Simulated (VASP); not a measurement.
A run of VASP 6.6.1 is set up as follows.

The input INCAR:

```
PREC     = Accurate       # precision mode
ENCUT    = 520            # plane-wave cutoff, eV
EDIFF    = 1E-6           # SCF threshold, eV
ISMEAR   = 0              # smearing method
SIGMA    = 0.15           # smearing width, eV
LREAL    = F              # projectors in reciprocal space
LASPH    = T              # aspherical terms in the spheres
NELM     = 80             # most SCF steps
ALGO     = Normal         # electronic algorithm
ISIF     = 2              # what is computed and relaxed
LWAVE    = F              # write WAVECAR
LCHARG   = F              # write CHGCAR
NBANDS   = 28             # bands
```

Contents of KPOINTS:

```
regular mesh
0
Gamma
  10 10 8
```

The input POSCAR:

```
SnO
1.0
    3.9427000000      0.0000000000      0.0000000000
    0.0000000000      3.9427000000      0.0000000000
    0.0000000000      0.0000000000      4.2829000000
Sn O
2 2
Direct
    0.0000000000      0.5000000000      0.2457459271
    0.5000000000      0.0000000000      0.7542540729
    0.0000000000      0.0000000000      0.0000000000
    0.5000000000      0.5000000000      0.0000000000
```

Potentials or basis: VASP PAW LDA potentials, release 64 (Sn_d, O).

Launch:

```console
$ cat potpaw_LDA.64/Sn_d/POTCAR potpaw_LDA.64/O/POTCAR > POTCAR
$ mpirun -np 1 vasp_std > vasp.out
```

Problem. Estimate the largest force.

Solution. 0.336 eV/Å.

Problem. Estimate the pressure.

Solution. -2.5 GPa.

Forces in eV/Å, atoms in the order of the input:
```
Sn   0.000  0.000  0.336
Sn   0.000  0.000 -0.336
O    0.000  0.000  0.000
O    0.000  0.000  0.000
```
